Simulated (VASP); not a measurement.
# ZnO in VASP: settings compared

ZnO is run at these levels: PBE, r2SCAN; tasks: single point.

Everything below comes from runs of VASP 6.6.1. Logs are shortened: lines on timing, memory, paths and dates and some standing lists are left out, and cuts for length are marked.

**1. The cell of the first run**

Symmetry: Fm-3m, No. 225, cubic system. Conventional cell: a = 4.176 Å, b = 4.176 Å, c = 4.176 Å, α = 90.00°, β = 90.00°, γ = 90.00°. Within 2.8 Å of Zn (site symmetry m-3m) lie 6 O at 2.09 Å. O (site symmetry m-3m) has 6 Zn at 2.09 Å within 2.8 Å.

**2. Single point, PBE (strained)**

The input, INCAR:

```
SYSTEM = ZnO
  ALGO = Normal
  EDIFF = 1E-6
  ENCUT = 520
  GGA = PE
  ISIF = 2
  ISMEAR = 0
  LASPH = .TRUE.
  LCHARG = .FALSE.
  LREAL = .FALSE.
  LWAVE = .FALSE.
  NBANDS = 16
  NELM = 100
  PREC = Accurate
  SIGMA = 0.05
```

The input, KPOINTS:

```
k-points
0
G
  14 14 14
  0 0 0
```

The input, POSCAR:

```
ZnO
1.0
    0.0000000000      2.0878058975      2.0878058975
    2.0878058975      0.0000000000      2.0878058975
    2.0878058975      2.0878058975      0.0000000000
Zn O
1 1
Direct
    0.0000000000      0.0000000000      0.0000000000
    0.5000000000      0.5000000000      0.5000000000
```

Potentials or basis: VASP PAW PBE potentials, release 64 (Zn, O).

Launch:

```console
> cat potpaw_PBE.64/Zn/POTCAR potpaw_PBE.64/O/POTCAR > POTCAR
> mpirun -np 1 vasp_std > vasp.out
```

OUTCAR:

```text
SYSTEM = ZnO
   EDIFF = 1E-6
   ENCUT = 520
   GGA = PE
   ISIF = 2
   ISMEAR = 0
   LASPH = .TRUE.
   LREAL = .FALSE.
   NELM = 100
   PREC = Accurate

 ion  position               nearest neighbor table
   1  0.000  0.000  0.000-   2 2.09   2 2.09   2 2.09   2 2.09   2 2.09   2 2.09
   2  0.500  0.500  0.500-   1 2.09   1 2.09   1 2.09   1 2.09   1 2.09   1 2.09

  LATTYP: Found a face centered cubic cell.
 ALAT       =     4.1756117950

  Lattice vectors:

 A1 = (   0.0000000000,   2.0878058975,   2.0878058975)
 A2 = (   2.0878058975,   0.0000000000,   2.0878058975)
 A3 = (   2.0878058975,   2.0878058975,   0.0000000000)

Analysis of symmetry for initial positions (statically):
=====================================================================
 Subroutine PRICEL returns:
 Original cell was already a primitive cell.

 Routine SETGRP: Setting up the symmetry group for a
 face centered cubic supercell.

 Subroutine GETGRP returns: Found 48 space group operations
 (whereof 48 operations were pure point group operations)
 out of a pool of 48 trial point group operations.

The static configuration has the point symmetry O_h .

Analysis of symmetry for dynamics (positions and initial velocities):
=====================================================================
 Subroutine PRICEL returns:
 Original cell was already a primitive cell.

 Routine SETGRP: Setting up the symmetry group for a
 face centered cubic supercell.

 Subroutine GETGRP returns: Found 48 space group operations
 (whereof 48 operations were pure point group operations)
 out of a pool of 48 trial point group operations.

The dynamic configuration has the point symmetry O_h .

 Subroutine INISYM returns: Found 48 space group operations
 (whereof 48 operations are pure point group operations),
 and found     1 'primitive' translations

----------------------------------------------------------------------------------------

                                     Primitive cell

  volume of cell :      18.2012

  direct lattice vectors                    reciprocal lattice vectors
     0.000000000  2.087805898  2.087805898    -0.239485864  0.239485864  0.239485864
     2.087805898  0.000000000  2.087805898     0.239485864 -0.239485864  0.239485864
     2.087805898  2.087805898  0.000000000     0.239485864  0.239485864 -0.239485864

  length of vectors
     2.952603416  2.952603416  2.952603416     0.414801685  0.414801685  0.414801685

  position of ions in fractional coordinates (direct lattice)
     0.000000000  0.000000000  0.000000000
     0.500000000  0.500000000  0.500000000

  ion indices of the primitive-cell ions
   primitive index   ion index
                 1           1
                 2           2

----------------------------------------------------------------------------------------

 KPOINTS: k-points

Automatic generation of k-mesh.
 Grid dimensions read from file:
 generate k-points for:   14   14   14

 Generating k-lattice:

  Cartesian coordinates                     Fractional coordinates (reciprocal lattice)
    -0.017106133  0.017106133  0.017106133     0.071428571  0.000000000  0.000000000
     0.017106133 -0.017106133  0.017106133     0.000000000  0.071428571  0.000000000
     0.017106133  0.017106133 -0.017106133     0.000000000  0.000000000  0.071428571

  Length of vectors
     0.029628692  0.029628692  0.029628692

  Shift w.r.t. Gamma in fractional coordinates (k-lattice)
     0.000000000  0.000000000  0.000000000

 Subroutine IBZKPT returns following result:
 ===========================================

 Found    104 irreducible k-points:

 Following reciprocal coordinates:
            Coordinates               Weight
  0.000000  0.000000  0.000000      1.000000
  0.071429  0.000000  0.000000      8.000000
  0.142857  0.000000  0.000000      8.000000
  0.214286  0.000000  0.000000      8.000000
  0.285714  0.000000  0.000000      8.000000
  0.357143  0.000000  0.000000      8.000000
[... 16 lines left out ...]
  0.214286  0.142857  0.000000     24.000000
  0.285714  0.142857  0.000000     24.000000
 [... further k-points ...]
   k-points           NKPTS =    104   k-points in BZ     NKDIM =    104   number of bands    NBANDS=     16
   number of dos      NEDOS =    301   number of ions     NIONS =      2
   total plane-waves  NPLWV =  13824
   dimension x,y,z NGX =    24 NGY =   24 NGZ =   24
   dimension x,y,z NGXF=    48 NGYF=   48 NGZF=   48
   ions per type =               1   1
   NGX,Y,Z   is equivalent  to a cutoff of  13.51, 13.51, 13.51 a.u.
   NGXF,Y,Z  is equivalent  to a cutoff of  27.03, 27.03, 27.03 a.u.
 SYSTEM =  ZnO
   PREC   = accura    normal or accurate (medium, high low for compatibility)
   ISTART =      0    job   : 0-new  1-cont  2-samecut
   ICHARG =      2    charge: 1-file 2-atom 10-const
   ISPIN  =      1    spin polarized calculation?
   LNONCOLLINEAR =      F non collinear calculations
   LSORBIT =      F    spin-orbit coupling
[... 114 lines left out ...]
      6      -1.1509      2.00000
[... 8 lines left out ...]
     15      25.7740      0.00000
     16      25.7740      0.00000

 k-point     6 :       0.3571    0.0000    0.0000
  band No.  band energies     occupation
      1     -14.5498      2.00000
      2      -3.7769      2.00000
      3      -2.4318      2.00000
      4      -2.4318      2.00000
      5      -1.0571      2.00000
      6      -1.0571      2.00000
[... 8 lines left out ...]
     15      27.0626      0.00000
     16      27.0626      0.00000

 k-point     7 :       0.4286    0.0000    0.0000
  band No.  band energies     occupation
      1     -14.2885      2.00000
      2      -4.3189      2.00000
      3      -2.5806      2.00000
      4      -2.5806      2.00000
      5      -0.9908      2.00000
      6      -0.9908      2.00000
[... 8 lines left out ...]
     15      28.4039      0.00000
     16      28.4039      0.00000

 k-point     8 :       0.5000    0.0000    0.0000
  band No.  band energies     occupation
      1     -14.1897      2.00000
      2      -4.5151      2.00000
      3      -2.6317      2.00000
      4      -2.6317      2.00000
      5      -0.9670      2.00000
      6      -0.9670      2.00000
[... 8 lines left out ...]
     15      29.1426      0.00000
     16      29.1426      0.00000

 k-point     9 :       0.0714    0.0714    0.0000
  band No.  band energies     occupation
      1     -15.6964      2.00000
      2      -1.4950      2.00000
      3      -1.4760      2.00000
      4      -1.4760      2.00000
      5      -1.4581      2.00000
      6      -1.2056      2.00000
[... 8 lines left out ...]
     15      24.3944      0.00000
     16      25.2383      0.00000
[... 172 lines left out ...]
 k-point    19 :      -0.2143    0.0714    0.0000
  band No.  band energies     occupation
      1     -15.0868      2.00000
      2      -2.5676      2.00000
      3      -2.1035      2.00000
      4      -1.9285      2.00000
      5      -1.2733      2.00000
      6      -1.1384      2.00000
[... 8 lines left out ...]
     15      23.9220      0.00000
     16      26.3202      0.00000

 k-point    20 :      -0.1429    0.0714    0.0000
  band No.  band energies     occupation
      1     -15.3927      2.00000
      2      -1.9595      2.00000
      3      -1.8121      2.00000
      4      -1.6998      2.00000
      5      -1.3681      2.00000
      6      -1.2102      2.00000
[... 8 lines left out ...]
     15      23.8602      0.00000
     16      25.5507      0.00000

 k-point    21 :      -0.0714    0.0714    0.0000
  band No.  band energies     occupation
      1     -15.6123      2.00000
      2      -1.5930      2.00000
      3      -1.5710      2.00000
      4      -1.5235      2.00000
      5      -1.4324      2.00000
      6      -1.2531      2.00000
[... 8 lines left out ...]
     15      23.6043      0.00000
     16      24.8895      0.00000

 k-point    22 :       0.1429    0.1429    0.0000
  band No.  band energies     occupation
      1     -15.4543      2.00000
      2      -2.0587      2.00000
      3      -1.5669      2.00000
      4      -1.4810      2.00000
      5      -1.4810      2.00000
      6      -1.1728      2.00000
[... 8 lines left out ...]
     15      27.1441      0.00000
     16      27.4919      0.00000

 k-point    23 :       0.2143    0.1429    0.0000
  band No.  band energies     occupation
      1     -15.2507      2.00000
      2      -2.4265      2.00000
      3      -1.6969      2.00000
      4      -1.5512      2.00000
      5      -1.4297      2.00000
      6      -1.1482      2.00000
[... 8 lines left out ...]
     15      27.2622      0.00000
     16      28.0477      0.00000

 k-point    24 :       0.2857    0.1429    0.0000
  band No.  band energies     occupation
      1     -14.9678      2.00000
      2      -2.8412      2.00000
      3      -1.9601      2.00000
      4      -1.7676      2.00000
      5      -1.3446      2.00000
      6      -1.0813      2.00000
[... 8 lines left out ...]
     15      27.2428      0.00000
     16      28.3683      0.00000

 [... further k-points ...]

------------------------ aborting loop because EDIFF is reached ----------------------------------------

  FORCE on cell =-STRESS in cart. coord.  units (eV):
  Direction    XX          YY          ZZ          XY          YZ          ZX
  --------------------------------------------------------------------------------------
  -------------------------------------------------------------------------------------
  Total        2.8016949      2.8016949      2.8016949     -0.0000000      0.0000000      0.0000000
  in kB      246.6215782    246.6215782    246.6215782     -0.0000000      0.0000000      0.0000000
  external PRESSURE =     246.6215782 kB  Pullay stress =       0.0000000 kB

 VOLUME and BASIS-vectors are now :
 -----------------------------------------------------------------------------
  energy-cutoff  :      520.00
  volume of cell :       18.20
      direct lattice vectors                 reciprocal lattice vectors
     0.000000000  2.087805898  2.087805898    -0.239485864  0.239485864  0.239485864
     2.087805898  0.000000000  2.087805898     0.239485864 -0.239485864  0.239485864
     2.087805898  2.087805898  0.000000000     0.239485864  0.239485864 -0.239485864

 POSITION                                       TOTAL-FORCE (eV/Angst)
 -----------------------------------------------------------------------------------
      0.00000      0.00000      0.00000         0.000000     -0.000000     -0.000000
      2.08781      2.08781      2.08781         0.000000      0.000000      0.000000
 -----------------------------------------------------------------------------------
    total drift:                                0.000000     -0.000000     -0.000000

  FREE ENERGIE OF THE ION-ELECTRON SYSTEM (eV)
  ---------------------------------------------------
  free  energy   TOTEN  =        -8.4766936429 eV

  energy  without entropy=       -8.4766936429  energy(sigma->0) =       -8.47669364
```

Wall time 16 s (1 thread of AMD EPYC 9R45 (Zen 5), shared host); peak memory 0.13 GiB.

Results:

| Item | Value |
| --- | --- |
| Free energy | -8.4767 eV |
| Pressure | 24.7 GPa |
| Band gap on the k mesh | 1.23 eV, indirect (least direct gap 2.90 eV) |

Caveat: the cell differs from its parent crystal (strained). A k mesh can miss the band edges.

**3. Single point, PBE (strained)**

The input, INCAR:

```
SYSTEM = ZnO
ALGO = Normal ; EDIFF = 1E-6
ENCUT = 520 ; GGA = PE
ISIF = 2 ; ISMEAR = 0
LASPH = .TRUE. ; LCHARG = .FALSE.
LREAL = .FALSE. ; LWAVE = .FALSE.
NBANDS = 16 ; NELM = 100
PREC = Accurate ; SIGMA = 0.05
```

KPOINTS is that of step 2.

The input, POSCAR:

```
ZnO
1.0
    0.0000000000      2.2378228118      2.2378228118
    2.2378228118      0.0000000000      2.2378228118
    2.2378228118      2.2378228118      0.0000000000
Zn O
1 1
Direct
    0.0000000000      0.0000000000      0.0000000000
    0.5000000000      0.5000000000      0.5000000000
```

Potentials or basis: VASP PAW PBE potentials, release 64 (Zn, O).

Launch:

```console
> cat potpaw_PBE.64/Zn/POTCAR potpaw_PBE.64/O/POTCAR > POTCAR
> mpirun -np 1 vasp_std > vasp.out
```

It took 15 s on 1 thread of AMD EPYC 9R45 (Zen 5), shared host; peak memory 0.13 GiB.

It converged, with:

| Quantity | Value |
| --- | --- |
| Free energy | -8.5491 eV |
| Pressure | -12.6 GPa |
| Band gap on the k mesh | 0.31 eV, indirect (least direct gap 1.24 eV) |

Levels at points of the mesh, in eV from the valence-band top:
```csv
k point,band 6,band 7,band 8,band 9,band 10,band 11,band 12,band 13
"(0.00, 0.00, 0.00)",-4.54,-0.92,-0.92,-0.92,0.31,17.18,17.18,17.18
"(0.50, 0.00, 0.00)",-4.39,-3.53,0.00,0.00,5.22,7.93,12.09,12.09
"(0.50, 0.50, 0.00)",-4.31,-4.13,-2.14,-2.14,3.62,9.86,11.00,14.08
```

Caveat: the cell differs from its parent crystal (strained).

**4. Single point, r2SCAN (functional r2SCAN, strained)**

The input, POSCAR:

```
ZnO
1.0
    0.0000000000      2.1999660489      2.1999660489
    2.1999660489      0.0000000000      2.1999660489
    2.1999660489      2.1999660489      0.0000000000
Zn O
1 1
Direct
    0.0000000000      0.0000000000      0.0000000000
    0.5000000000      0.5000000000      0.5000000000
```

The input, INCAR.step1:

```
SYSTEM = ZnO
PREC = Accurate
ENCUT = 520
ISMEAR = 0
SIGMA = 0.05
LREAL = .FALSE.
LASPH = .TRUE.
NELM = 80
NBANDS = 16
GGA = PE
ALGO = Normal
EDIFF = 1E-4
LWAVE = .TRUE.
LCHARG = .FALSE.
```

The input, INCAR.step2:

```
SYSTEM = ZnO
PREC = Accurate
ENCUT = 520
EDIFF = 1E-6
ISMEAR = 0
SIGMA = 0.05
LREAL = .FALSE.
LASPH = .TRUE.
NELM = 80
ALGO = Normal
ISIF = 2
LWAVE = .FALSE.
LCHARG = .TRUE.
METAGGA = R2SCAN
LMIXTAU = .TRUE.
LELF = .TRUE.
LVHAR = .TRUE.
NBANDS = 16
ISTART = 1
```

The input, KPOINTS:

```
regular mesh
0
G
  14 14 14
  0 0 0
```

Launch:

```console
> cat potpaw_PBE.64/Zn/POTCAR potpaw_PBE.64/O/POTCAR > POTCAR
> cp INCAR.step1 INCAR
> mpirun -np 1 vasp_std > vasp.out
> cp INCAR.step2 INCAR
> mpirun -np 1 vasp_std > vasp.out
```

It took 74 s on 1 thread of AMD EPYC 9R45 (Zen 5), shared host; peak memory 0.14 GiB.

Results (log left out):

```yaml
Free_energy: -17.8721 eV
Pressure: -13.5 GPa
Band_gap_on_the_k_mesh: 1.12 eV, indirect (least direct gap 2.22 eV)
```

Levels at points of the mesh, in eV from the valence-band top:
```
           k point  band 7  band 8  band 9  band 10  band 11  band 12
(0.00, 0.00, 0.00)   -1.10   -1.10   -1.10     1.12    18.27    18.27
(0.50, 0.00, 0.00)   -3.59    0.00    0.00     6.02     9.21    13.27
(0.50, 0.50, 0.00)   -4.17   -2.41   -2.41     4.59    11.09    11.75
```

Caveat: the cell differs from its parent crystal (functional r2SCAN, strained); the PAW data sets were made with another functional, which shifts forces and pressure a little.

**5. Single point, PBE (one atom moved)**

The input, INCAR:

```
PREC = Accurate ; ENCUT = 520
EDIFF = 1E-6 ; ISMEAR = 0
SIGMA = 0.05 ; LREAL = F
LASPH = T ; NELM = 60
ALGO = Normal ; ISIF = 2
LWAVE = F ; LCHARG = F
GGA = PE ; NBANDS = 16
```

The input, KPOINTS:

```
regular mesh
0
Gamma
  14 14 14
```

The input, POSCAR:

```
ZnO
1.0
    0.0000000000      2.1694420000      2.1694420000
    2.1694420000      0.0000000000      2.1694420000
    2.1694420000      2.1694420000      0.0000000000
Zn O
1 1
Direct
    0.0207426610      0.0207426610     -0.0207426610
    0.5000000000      0.5000000000      0.5000000000
```

Launch:

```console
> cat potpaw_PBE.64/Zn/POTCAR potpaw_PBE.64/O/POTCAR > POTCAR
> mpirun -np 1 vasp_std > vasp.out
```

It took 32 s on 1 thread of AMD EPYC 9R45 (Zen 5), shared host; peak memory 0.17 GiB.

Results (log left out):

* Free energy: -8.6234 eV
* Pressure: 0.5 GPa
* Largest force: 0.213 eV/Å
* Band gap on the k mesh: 0.71 eV, indirect (least direct gap 1.87 eV)

Forces on the atoms (eV/Å):
```
Zn   0.000  0.000 -0.213
O    0.000  0.000  0.213
```

Stress tensor (GPa, compression positive):
```
-0.20  0.00  0.00
 0.00 -0.20  0.00
 0.00  0.00  1.94
```

Levels at points of the mesh, in eV from the valence-band top:
| k point | band 5 | band 6 | band 7 | band 8 | band 9 | band 10 | band 11 | band 12 | band 13 | band 14 |
| --- | --- | --- | --- | --- | --- | --- | --- | --- | --- | --- |
| (0.00, 0.00, 0.00) | -4.64 | -4.58 | -1.18 | -1.18 | -1.16 | 0.71 | 17.58 | 17.58 | 17.70 | 18.23 |
| (0.50, 0.00, 0.00) | -4.40 | -4.39 | -3.57 | -0.01 | 0.00 | 5.41 | 8.72 | 12.62 | 12.68 | 18.87 |
| (0.50, 0.50, 0.00) | -4.29 | -4.29 | -4.02 | -2.57 | -2.57 | 4.04 | 10.48 | 11.21 | 15.01 | 15.01 |
| (0.00, 0.50, 0.50) | -4.29 | -4.29 | -4.03 | -2.53 | -2.52 | 4.05 | 10.43 | 11.12 | 15.08 | 15.09 |

Caveat: the cell differs from its parent crystal (one atom moved).

**6. Single point, PBE (strained)**

The input, INCAR:

```
SYSTEM = ZnO
PREC = Accurate ; ENCUT = 520
EDIFF = 1E-6 ; ISMEAR = 0
SIGMA = 0.05 ; LREAL = .FALSE.
LASPH = .TRUE. ; NELM = 100
ALGO = Normal ; ISIF = 2
LWAVE = .FALSE. ; LCHARG = .TRUE.
GGA = PE ; LELF = .TRUE.
LVHAR = .TRUE. ; NBANDS = 16
```

The input, KPOINTS:

```
Automatic mesh
0
G
  14 14 14
  0 0 0
```

The input, POSCAR:

```
ZnO
1.0
    0.0000000000      2.2104878426      2.2104878426
    2.2104878426      0.0000000000      2.2104878426
    2.2104878426      2.2104878426      0.0000000000
Zn O
1 1
Direct
    0.0000000000      0.0000000000      0.0000000000
    0.5000000000      0.5000000000      0.5000000000
```

Potentials or basis: VASP PAW PBE potentials, release 64 (Zn, O).

Launch:

```console
> cat potpaw_PBE.64/Zn/POTCAR potpaw_PBE.64/O/POTCAR > POTCAR
> mpirun -np 1 vasp_std > vasp.out
```

Run time: 27 s. Hardware: 1 thread of AMD EPYC 7R13 (Zen 3), shared host; peak memory 0.13 GiB.

Results (log left out):

| Property | Result |
| --- | --- |
| Free energy | -8.6013 eV |
| Pressure | -8.3 GPa |
| Band gap on the k mesh | 0.46 eV, indirect (least direct gap 1.49 eV) |

Levels at points of the mesh, in eV from the valence-band top:
| k point | band 6 | band 7 | band 8 | band 9 | band 10 | band 11 | band 12 | band 13 |
| --- | --- | --- | --- | --- | --- | --- | --- | --- |
| (0.00, 0.00, 0.00) | -4.56 | -1.03 | -1.03 | -1.03 | 0.46 | 17.40 | 17.40 | 17.40 |
| (0.50, 0.00, 0.00) | -4.39 | -3.55 | 0.00 | 0.00 | 5.29 | 8.24 | 12.29 | 12.29 |
| (0.50, 0.50, 0.00) | -4.30 | -4.09 | -2.30 | -2.30 | 3.78 | 10.08 | 11.08 | 14.44 |

Caveat: the cell differs from its parent crystal (strained).

**7. Summary**

```tsv
level	cell	gap on the mesh (eV)	pressure (GPa)
PBE	a = 2.953 Å, angles 60.0°, 2 atoms	1.23	24.7
PBE	a = 3.165 Å, angles 60.0°, 2 atoms	0.31	-12.6
r2SCAN	a = 3.111 Å, angles 60.0°, 2 atoms	1.12	-13.5
PBE	a = 3.068 Å, angles 60.0°, 2 atoms	0.71	0.5
PBE	a = 3.126 Å, angles 60.0°, 2 atoms	0.46	-8.3
```

Alike in all rows: task single point; potentials or basis VASP PAW PBE potentials, release 64 (Zn, O); no spin polarisation; k mesh 14 × 14 × 14; cutoff (eV) 520; smearing gaussian 0.05 eV.

Caveats: the PAW data sets were made with another functional, which shifts forces and pressure a little (some runs).

Total energies depend on the potentials used, so only differences within one code and one set of settings carry meaning.
